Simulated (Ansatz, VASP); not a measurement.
# GaSb in VASP and in Ansatz

POSCAR

```
GaSb
1.0
    0.0000000000      3.0505494054      3.0505494054
    3.0505494054      0.0000000000      3.0505494054
    3.0505494054      3.0505494054      0.0000000000
Ga Sb
1 1
Direct
    0.0000000000      0.0000000000      0.0000000000
    0.2500000000      0.2500000000      0.2500000000
```

Contents of INCAR.step1:

```
SYSTEM = GaSb
  PREC = Accurate
  ENCUT = 520
  EDIFF = 1E-5
  ISMEAR = -1
  SIGMA = 0.02
  LREAL = .FALSE.
  LASPH = .TRUE.
  NELM = 60
  ALGO = Normal
  ISIF = 2
  LWAVE = .TRUE.
  LCHARG = .FALSE.
  GGA = PE
  NBANDS = 16
```

The input INCAR.step2:

```
SYSTEM = GaSb
  PREC = Accurate
  ENCUT = 520
  EDIFF = 1E-6
  ISMEAR = -1
  SIGMA = 0.02
  LREAL = .FALSE.
  LASPH = .TRUE.
  NELM = 60
  ALGO = Normal
  ISIF = 2
  LWAVE = .FALSE.
  LCHARG = .FALSE.
  GGA = PE
  LHFCALC = .TRUE.
  HFSCREEN = 0.2079
  PRECFOCK = Normal
  ISTART = 1
  NBANDS = 16
```

File KPOINTS:

```
Automatic mesh
0
G
  6 6 6
  0 0 0
```

Input for Ansatz:

```yaml
crystal:
  lattice:
    - [0.0, 3.0505494054, 3.0505494054]
    - [3.0505494054, 0.0, 3.0505494054]
    - [3.0505494054, 3.0505494054, 0.0]
  atoms:
    - { symbol: Ga, position: [0.0, 0.0, 0.0] }
    - { symbol: Sb, position: [0.25, 0.25, 0.25] }
kpoints:
  mp_grid: { grid: [6, 6, 6] }
  band_path:
    path:
      - [0.0, 0.0, 0.0]
      - [-0.5, -0.5, 0.0]
      - [-0.375, -0.375, 0.25]
      - [-0.375, 0.0, 0.375]
      - [0.0, 0.0, 0.5]
      - [-0.5, -0.25, 0.25]
    npoints: 1
hamiltonian:
  xc: hse06
scf:
  occupations: { method: fermi_dirac, width: 0.02 }
  n_extra_bands: 4
output:
  forces: true
  stress: true
  eigenvalues: true
```

Change from the starting cell: hydrostatic strain -0.5%.

Alike in both runs: task single point; functional HSE06; k mesh 6 × 6 × 6; occupations fermi-dirac, width 0.02 eV; no spin polarisation.

```csv
,VASP,Ansatz
version,VASP 6.6.1,Ansatz 0.2.0
potentials or method,"VASP PAW PBE potentials, release 64 (Ga_d, Sb)","plane waves, PAW"
plane-wave cutoff (eV),520,420
valence electrons in the cell,18,28
```

```tsv
	VASP	Ansatz	Ansatz less VASP
gap on the k mesh at the Fermi level (eV)	0.91	0.90	-0.020
pressure (GPa)	0.6	1.0	+0.49
```

VASP's potentials hold 18 valence electrons a cell and Ansatz's 28, so a difference there can come from the potentials and not from the codes. Ansatz's warnings: stress exchange threshold loose, stress scf threshold loose.

Spin-orbit coupling is off throughout.
